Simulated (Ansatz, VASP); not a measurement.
# Two plane-wave programs on TiAl

```
Ti Al
1.0
     3.45357    0.00000    0.00000
     0.00000    3.45357    0.00000
     0.00000    0.00000    2.69378
Ti Al
1 1
Direct
  0.00000 0.00000 0.00000
  0.50000 0.50000 0.50000
```

Alike in both runs: task single point; functional PBEsol; k mesh 16 × 16 × 16; occupations gaussian, width 0.15 eV; no spin polarisation.

|  | VASP | Ansatz |
| --- | --- | --- |
| version | VASP 6.6.1 | Ansatz 0.2.0 |
| potentials or method | VASP PAW PBE potentials, release 64 (Ti_sv, Al), cutoff 520 eV | scalar-relativistic, plane waves, PAW |
| valence electrons in the cell | 15 | 15 |

```tsv
	VASP	Ansatz	Ansatz less VASP
gap on the k mesh at the Fermi level (eV)	none	none	-
pressure (GPa)	-0.3	-0.3	-0.05
traceless stress, the component that is largest in VASP (GPa)	4.93	4.91	-0.021
```

VASP's potentials were made for PBE, not for PBEsol. A gap of «none» marks a metal or a gap that the smearing closes.
